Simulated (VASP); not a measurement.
# AlP (F-43m) in VASP: notebook

Runs on AlP. Level: PBEsol. Tasks: single point.

Program: VASP 6.6.1. These are calculated values, not measurements. Logs are shortened: lines on timing, memory, paths and dates and some standing lists are left out, and cuts for length are marked.

**1. The cell of the first run**

It takes space group F-43m (No. 216, cubic). Conventional cell: a = 5.235 Å, b = 5.235 Å, c = 5.235 Å, α = 90.00°, β = 90.00°, γ = 90.00°. Al (site symmetry -43m) has 4 P at 2.27 Å within 3.0 Å. P (site symmetry -43m) has 4 Al at 2.27 Å within 3.0 Å.

**2. Single point, PBEsol**

Input file INCAR:

```
PREC = Accurate
ENCUT = 500
EDIFF = 1E-6
ISMEAR = 0
SIGMA = 0.01
LREAL = False
LASPH = True
NELM = 120
ALGO = Normal
ISIF = 2
LWAVE = False
LCHARG = False
GGA = PS
NBANDS = 11
GGA_COMPAT = False
```

Input file KPOINTS:

```
Automatic mesh
0
Gamma
  8 8 8
```

Input file POSCAR:

```
AlP
1.0
    2.6174542438      2.6174542438      0.0000000000
   -2.6174542438      2.6174542438      0.0000000000
    0.0000000000      2.6174542438      2.6174542438
Al P
1 1
Direct
    0.0000000000      0.0000000000      0.0000000000
    0.7500000000      0.2500000000      0.5000000000
```

Potentials or basis: VASP PAW PBE potentials, release 64 (Al, P).

Run with:

```bash
$ cat potpaw_PBE.64/Al/POTCAR potpaw_PBE.64/P/POTCAR > POTCAR
$ mpirun -np 1 vasp_std > vasp.out
```

OUTCAR:

```text
PREC = Accurate
   ENCUT = 500
   EDIFF = 1E-6
   ISMEAR = 0
   LREAL = False
   LASPH = True
   NELM = 120
   ISIF = 2
   GGA = PS

 ion  position               nearest neighbor table
   1  0.000  0.000  0.000-   2 2.27   2 2.27   2 2.27   2 2.27
   2  0.750  0.250  0.500-   1 2.27   1 2.27   1 2.27   1 2.27

  LATTYP: Found a face centered cubic cell.
 ALAT       =     5.2349084876

  Lattice vectors:

 A1 = (   0.0000000000,   2.6174542438,   2.6174542438)
 A2 = (   2.6174542438,   0.0000000000,   2.6174542438)
 A3 = (   2.6174542438,   2.6174542438,   0.0000000000)

Analysis of symmetry for initial positions (statically):
=====================================================================
 Subroutine PRICEL returns:
 Original cell was already a primitive cell.

 Routine SETGRP: Setting up the symmetry group for a
 face centered cubic supercell.

 Subroutine GETGRP returns: Found 24 space group operations
 (whereof 24 operations were pure point group operations)
 out of a pool of 48 trial point group operations.

The static configuration has the point symmetry T_d .

Analysis of symmetry for dynamics (positions and initial velocities):
=====================================================================
 Subroutine PRICEL returns:
 Original cell was already a primitive cell.

 Routine SETGRP: Setting up the symmetry group for a
 face centered cubic supercell.

 Subroutine GETGRP returns: Found 24 space group operations
 (whereof 24 operations were pure point group operations)
 out of a pool of 48 trial point group operations.

The dynamic configuration has the point symmetry T_d .

 Subroutine INISYM returns: Found 24 space group operations
 (whereof 24 operations are pure point group operations),
 and found     1 'primitive' translations

----------------------------------------------------------------------------------------

                                     Primitive cell

  volume of cell :      35.8647

  direct lattice vectors                    reciprocal lattice vectors
     2.617454244  2.617454244  0.000000000     0.191025307  0.191025307 -0.191025307
    -2.617454244  2.617454244  0.000000000    -0.191025307  0.191025307 -0.191025307
     0.000000000  2.617454244  2.617454244     0.000000000  0.000000000  0.382050614

  length of vectors
     3.701639290  3.701639290  3.701639290     0.330865537  0.330865537  0.382050614

  position of ions in fractional coordinates (direct lattice)
     0.000000000  0.000000000  0.000000000
[... 85 lines left out ...]
   ISYM   =      2    0-nonsym 1-usesym 2-fastsym
   POTIM  = 0.5000    time-step for ionic-motion
   TEBEG  =    0.0;   TEEND  =   0.0 temperature during run
   PSTRESS=    0.0 pullay stress
   NELECT =       8.0000    total number of electrons
   NUPDOWN=      -1.0000    fix difference up-down
   EMIN   =  10.00;   EMAX   =-10.00  energy-range for DOS
   EFERMI =   0.00;   METHOD = LEGACY
   ISMEAR =     0;   SIGMA  =   0.01  broadening in eV -4-tet -1-fermi 0-gaus
   EFERMI_NEDOS =   21; number of points for ismear=-14 and -15
   IALGO  =     38    algorithm
   IMIX   =      4    mixing-type and parameters
     AMIX     =   0.40;   BMIX     =  1.00
     AMIX_MAG =   1.60;   BMIX_MAG =  1.00
  volume/ion in A,a.u.               =      17.93       121.01
  Fermi-wavevector in a.u.,A,eV,Ry     =   0.992847  1.876209 13.411881  0.985745
  Thomas-Fermi vector in A             =   2.124688
   LORBIT       =      0    0 simple, 1 ext, 2 COOP (PROOUT), +10 PAW based schemes
   GGA     = PS    functional components
   LHFCALC =     F    Hartree Fock is set to
   AEXX    =    0.0000 exact exchange contribution
   IVDW    =     0    specifies the selected vdW correction
   LEPSILON=     F    determine dielectric tensor
   LRPA    =     F    only Hartree local field effects (RPA)
 non-spin polarized calculation
 Gauss-broadening in eV      SIGMA  =   0.01
  energy-cutoff  :      500.00
  volume of cell :       35.86
 maximum number of plane-waves:       941
   NGX = 13   NGY = 13   NGZ = 13

 number of electron       8.0000001 magnetization

 Free energy of the ion-electron system (eV)
  ---------------------------------------------------
  ext. energy  EPLUGINS =         0.00000000
  ---------------------------------------------------
  free energy    TOTEN  =       -10.78072736 eV

  energy without entropy =      -10.78072736  energy(sigma->0) =      -10.78072736

 E-fermi :   5.8549     XC(G=0):  -9.8581

 val. band max:        5.7647388356   @ k =   0.0000   0.0000   0.0000
 cond. band min:       6.9247824450   @ k =   0.5000   0.5000   0.0000
 fundamental gap:      1.1600436094
 Fermi energy:         5.8548725474

 k-point     1 :       0.0000    0.0000    0.0000
  band No.  band energies     occupation
      1      -6.5406      2.00000
      2       5.7647      2.00000
      3       5.7647      2.00000
      4       5.7647      2.00000
      5      10.0569      0.00000
      6      10.4456      0.00000
      7      10.4456      0.00000
      8      10.4456      0.00000
      9      14.7035      0.00000
     10      14.7035      0.00000
     11      16.8006      0.00000
[... 309 lines left out ...]
 k-point    24 :       0.5000    0.2500    0.1250
  band No.  band energies     occupation
      1      -4.1305      2.00000
      2       0.0355      2.00000
      3       2.8393      2.00000
      4       4.0477      2.00000
      5       9.6822      0.00000
      6      10.4480      0.00000
      7      12.9751      0.00000
      8      13.9037      0.00000
      9      15.2962      0.00000
     10      17.6805      0.00000
     11      19.3983      0.00000

 [... further k-points ...]

------------------------ aborting loop because EDIFF is reached ----------------------------------------

  FORCE on cell =-STRESS in cart. coord.  units (eV):
  Direction    XX          YY          ZZ          XY          YZ          ZX
  --------------------------------------------------------------------------------------
  -------------------------------------------------------------------------------------
  Total        3.3751851      3.3751851      3.3751851      0.0000000      0.0000000      0.0000000
  in kB      150.7790112    150.7790112    150.7790112      0.0000000      0.0000000      0.0000000
  external PRESSURE =     150.7790112 kB  Pullay stress =       0.0000000 kB

 VOLUME and BASIS-vectors are now :
 -----------------------------------------------------------------------------
  energy-cutoff  :      500.00
  volume of cell :       35.86
      direct lattice vectors                 reciprocal lattice vectors
     2.617454244  2.617454244  0.000000000     0.191025307  0.191025307 -0.191025307
    -2.617454244  2.617454244  0.000000000    -0.191025307  0.191025307 -0.191025307
     0.000000000  2.617454244  2.617454244     0.000000000  0.000000000  0.382050614

 POSITION                                       TOTAL-FORCE (eV/Angst)
 -----------------------------------------------------------------------------------
      0.00000      0.00000      0.00000        -0.000000      0.000000      0.000000
      1.30873      3.92618      1.30873         0.000000     -0.000000      0.000000
 -----------------------------------------------------------------------------------
    total drift:                                0.000000      0.000000     -0.000000

  FREE ENERGIE OF THE ION-ELECTRON SYSTEM (eV)
  ---------------------------------------------------
  free  energy   TOTEN  =       -10.7807273604 eV

  energy  without entropy=      -10.7807273604  energy(sigma->0) =      -10.78072736
```

OSZICAR:

```text
N       E                     dE             d eps       ncg     rms          rms(c)
DAV:   1     0.115992138497E+02    0.11599E+02   -0.30708E+03   638   0.540E+02
DAV:   2    -0.103744627311E+02   -0.21974E+02   -0.20506E+02   835   0.929E+01
DAV:   3    -0.112041130004E+02   -0.82965E+00   -0.82795E+00   817   0.170E+01
DAV:   4    -0.112101626014E+02   -0.60496E-02   -0.60491E-02   755   0.173E+00
DAV:   5    -0.112102619931E+02   -0.99392E-04   -0.99390E-04   819   0.210E-01    0.499E+00
DAV:   6    -0.108556021336E+02    0.35466E+00   -0.55862E-01   739   0.289E+00    0.316E+00
DAV:   7    -0.107830560374E+02    0.72546E-01   -0.25905E-01   754   0.208E+00    0.144E+00
DAV:   8    -0.107808161114E+02    0.22399E-02   -0.15584E-02   762   0.630E-01    0.147E-01
DAV:   9    -0.107806988695E+02    0.11724E-03   -0.82304E-04   728   0.153E-01    0.483E-02
DAV:  10    -0.107807225126E+02   -0.23643E-04   -0.48012E-05   760   0.369E-02    0.164E-02
DAV:  11    -0.107807273890E+02   -0.48764E-05   -0.98150E-06   766   0.173E-02    0.184E-02
DAV:  12    -0.107807273604E+02    0.28581E-07   -0.14722E-06   471   0.533E-03
   1 F= -.10780727E+02 E0= -.10780727E+02  d E =-.172470E-39
```

stdout:

```text
POSCAR found type information on POSCAR AlP
 POSCAR found :  2 types and       2 ions
 scaLAPACK will be used
 -----------------------------------------------------------------------------
|                                                                             |
|                                                                             |
|     You enforced a specific xc type in the INCAR file but a different       |
|     I HOPE YOU KNOW WHAT YOU ARE DOING!                                     |
|                                                                             |
 -----------------------------------------------------------------------------

 LDA part: xc-table for (Slater+PW92), standard interpolation
 POSCAR, INCAR and KPOINTS ok, starting setup
 FFT: planning ... GRIDC
 FFT: planning ... GRID_SOFT
 FFT: planning ... GRID
 WAVECAR not read
 entering main loop
```

It took 7.6 s on 1 thread of Intel Xeon 6975P-C, shared host; peak memory 0.15 GiB.

What came out:

```
Free energy            : -10.7807 eV
Pressure               : 15.1 GPa
Band gap on the k mesh : 1.16 eV, indirect (least direct gap 3.56 eV)
```

Caveat: the PAW data sets were made with another functional, which shifts forces and pressure a little. As with any semilocal functional, this PBEsol gap is likely too small.

**3. Single point, PBEsol**

This run uses another cell than the first one, of 19.61 Å³/atom, 1.094 times its volume.

Input file INCAR:

```
SYSTEM = AlP
PREC = Accurate
ENCUT = 500
EDIFF = 1E-6
ISMEAR = 0
SIGMA = 0.01
LREAL = .False.
LASPH = .True.
NELM = 120
ALGO = Normal
ISIF = 2
LWAVE = .False.
LCHARG = .True.
GGA = PS
LELF = .True.
LVHAR = .True.
NBANDS = 11
GGA_COMPAT = .False.
```

Input file KPOINTS:

```
regular mesh
0
Gamma
  8 8 8
  0 0 0
```

Input file POSCAR:

```
AlP
1.0
    2.6967589826      2.6967589826      0.0000000000
   -2.6967589826      2.6967589826      0.0000000000
    0.0000000000      2.6967589826      2.6967589826
Al P
1 1
Direct
    0.0000000000      0.0000000000      0.0000000000
    0.7500000000      0.2500000000      0.5000000000
```

Potentials or basis: VASP PAW PBE potentials, release 64 (Al, P).

Run with:

```bash
$ cat potpaw_PBE.64/Al/POTCAR potpaw_PBE.64/P/POTCAR > POTCAR
$ mpirun -np 1 vasp_std > vasp.out
```

It took 10 s on 1 thread of Intel Xeon 6975P-C, shared host; peak memory 0.15 GiB.

It converged, with:

```yaml
Free_energy: -10.9739 eV
Pressure: 4.1 GPa
Band_gap_on_the_k_mesh: 1.36 eV, indirect (least direct gap 3.51 eV)
```

Levels at points of the mesh, in eV from the valence-band top:
```
           k point  band 1  band 2  band 3  band 4  band 5  band 6  band 7  band 8  band 9
(0.00, 0.00, 0.00)  -11.74    0.00    0.00    0.00    3.51    4.56    4.56    4.56    8.84
(0.50, 0.00, 0.00)   -9.95   -5.75   -0.79   -0.79    2.87    4.76    4.76    8.18   11.63
(0.50, 0.50, 0.00)   -9.25   -5.47   -2.20   -2.20    1.36    2.35   11.31   11.31   12.23
```

Caveat: the PAW data sets were made with another functional, which shifts forces and pressure a little.

**4. Single point, PBEsol**

This run uses another cell than the first one, of 19.61 Å³/atom, 1.094 times its volume.

Input file INCAR:

```
ALGO = Normal
EDIFF = 1E-6
ENCUT = 500
GGA = PS
GGA_COMPAT = False
ISIF = 2
ISMEAR = 0
LASPH = True
LCHARG = False
LREAL = False
LWAVE = False
NBANDS = 11
NELM = 120
PREC = Accurate
SIGMA = 0.01
```

Input file KPOINTS:

```
k-points
0
Gamma
  8 8 8
```

POSCAR is that of step 3.

Run with:

```bash
$ cat potpaw_PBE.64/Al/POTCAR potpaw_PBE.64/P/POTCAR > POTCAR
$ mpirun -np 1 vasp_std > vasp.out
```

It took 7.9 s on 1 thread of Intel Xeon 6975P-C, shared host; peak memory 0.15 GiB.

Results (log left out):

```
Free energy            : -10.9739 eV
Pressure               : 4.1 GPa
Band gap on the k mesh : 1.36 eV, indirect (least direct gap 3.51 eV)
```

Levels at points of the mesh, in eV from the valence-band top:
| k point | band 1 | band 2 | band 3 | band 4 | band 5 | band 6 | band 7 | band 8 |
| --- | --- | --- | --- | --- | --- | --- | --- | --- |
| (0.00, 0.00, 0.00) | -11.74 | 0.00 | 0.00 | 0.00 | 3.51 | 4.56 | 4.56 | 4.56 |
| (0.50, 0.00, 0.00) | -9.95 | -5.75 | -0.79 | -0.79 | 2.87 | 4.76 | 4.76 | 8.18 |
| (0.50, 0.50, 0.00) | -9.25 | -5.47 | -2.20 | -2.20 | 1.36 | 2.35 | 11.31 | 11.31 |

Caveat: the PAW data sets were made with another functional, which shifts forces and pressure a little. A hybrid or GW would open this gap; PBEsol tends to underestimate it.

**5. Single point, PBEsol**

This run uses another cell than the first one, of 19.09 Å³/atom, 1.064 times its volume.

Input file INCAR:

```
ALGO = Normal ; EDIFF = 1E-6
ENCUT = 500 ; GGA = PS
GGA_COMPAT = F ; ISIF = 2
ISMEAR = 0 ; LASPH = T
LCHARG = T ; LELF = T
LREAL = F ; LVHAR = T
LWAVE = F ; NBANDS = 11
NELM = 120 ; PREC = Accurate
SIGMA = 0.01
```

KPOINTS is that of step 4.

Input file POSCAR:

```
AlP
1.0
    2.6724956509      2.6724956509      0.0000000000
   -2.6724956509      2.6724956509      0.0000000000
    0.0000000000      2.6724956509      2.6724956509
Al P
1 1
Direct
    0.0000000000      0.0000000000      0.0000000000
    0.7500000000      0.2500000000      0.5000000000
```

Potentials or basis: VASP PAW PBE potentials, release 64 (Al, P).

Run with:

```bash
$ cat potpaw_PBE.64/Al/POTCAR potpaw_PBE.64/P/POTCAR > POTCAR
$ mpirun -np 1 vasp_std > vasp.out
```

OUTCAR:

```text
EDIFF = 1E-6
   ENCUT = 500
   GGA = PS
   ISIF = 2
   ISMEAR = 0
   LASPH = T
   LREAL = F
   NELM = 120
   PREC = Accurate

 ion  position               nearest neighbor table
   1  0.000  0.000  0.000-   2 2.31   2 2.31   2 2.31   2 2.31
   2  0.750  0.250  0.500-   1 2.31   1 2.31   1 2.31   1 2.31

  LATTYP: Found a face centered cubic cell.
 ALAT       =     5.3449913018

  Lattice vectors:

 A1 = (   0.0000000000,   2.6724956509,   2.6724956509)
 A2 = (   2.6724956509,   0.0000000000,   2.6724956509)
 A3 = (   2.6724956509,   2.6724956509,   0.0000000000)

Analysis of symmetry for initial positions (statically):
=====================================================================
 Subroutine PRICEL returns:
 Original cell was already a primitive cell.

 Routine SETGRP: Setting up the symmetry group for a
 face centered cubic supercell.

 Subroutine GETGRP returns: Found 24 space group operations
 (whereof 24 operations were pure point group operations)
 out of a pool of 48 trial point group operations.

The static configuration has the point symmetry T_d .

Analysis of symmetry for dynamics (positions and initial velocities):
[... 172 lines left out ...]
      5       8.8867      0.00000
      6       9.7380      0.00000
      7       9.7380      0.00000
      8       9.7380      0.00000
      9      14.0132      0.00000
     10      14.0132      0.00000
     11      15.6986      0.00000
[... 309 lines left out ...]
 k-point    24 :       0.5000    0.2500    0.1250
  band No.  band energies     occupation
      1      -4.5608      2.00000
      2      -0.3247      2.00000
      3       2.3611      2.00000
      4       3.5297      2.00000
      5       9.0467      0.00000
      6       9.7006      0.00000
      7      12.1774      0.00000
      8      13.0138      0.00000
      9      14.3710      0.00000
     10      16.7826      0.00000
     11      18.2953      0.00000

 [... further k-points ...]

------------------------ aborting loop because EDIFF is reached ----------------------------------------

  FORCE on cell =-STRESS in cart. coord.  units (eV):
  Direction    XX          YY          ZZ          XY          YZ          ZX
  --------------------------------------------------------------------------------------
  -------------------------------------------------------------------------------------
  Total        1.6743244      1.6743244      1.6743244     -0.0000000      0.0000000      0.0000000
  in kB       70.2698719     70.2698719     70.2698719     -0.0000000      0.0000000      0.0000000
  external PRESSURE =      70.2698719 kB  Pullay stress =       0.0000000 kB

 VOLUME and BASIS-vectors are now :
 -----------------------------------------------------------------------------
  energy-cutoff  :      500.00
  volume of cell :       38.18
      direct lattice vectors                 reciprocal lattice vectors
     2.672495651  2.672495651  0.000000000     0.187091043  0.187091043 -0.187091043
    -2.672495651  2.672495651  0.000000000    -0.187091043  0.187091043 -0.187091043
     0.000000000  2.672495651  2.672495651     0.000000000  0.000000000  0.374182087

 POSITION                                       TOTAL-FORCE (eV/Angst)
 -----------------------------------------------------------------------------------
      0.00000      0.00000      0.00000         0.000000     -0.000000      0.000000
      1.33625      4.00874      1.33625        -0.000000      0.000000      0.000000
 -----------------------------------------------------------------------------------
    total drift:                               -0.000000      0.000000      0.000000

  FREE ENERGIE OF THE ION-ELECTRON SYSTEM (eV)
  ---------------------------------------------------
  free  energy   TOTEN  =       -10.9375911303 eV

  energy  without entropy=      -10.9375911303  energy(sigma->0) =      -10.93759113
```

stdout:

```text
POSCAR found type information on POSCAR AlP
 POSCAR found :  2 types and       2 ions
 scaLAPACK will be used
 -----------------------------------------------------------------------------
|                                                                             |
|                                                                             |
|     You enforced a specific xc type in the INCAR file but a different       |
|     I HOPE YOU KNOW WHAT YOU ARE DOING!                                     |
|                                                                             |
 -----------------------------------------------------------------------------

 LDA part: xc-table for (Slater+PW92), standard interpolation
 POSCAR, INCAR and KPOINTS ok, starting setup
 FFT: planning ... GRIDC
 FFT: planning ... GRID_SOFT
 FFT: planning ... GRID
 WAVECAR not read
 entering main loop
```

It took 7.7 s on 1 thread of Intel Xeon 6975P-C, shared host; peak memory 0.15 GiB.

Results:

```
Free energy            : -10.9376 eV
Pressure               : 7.0 GPa
Band gap on the k mesh : 1.31 eV, indirect (least direct gap 3.56 eV)
```

Caveat: the PAW data sets were made with another functional, which shifts forces and pressure a little.

(Part 1 of 2 ends here.)
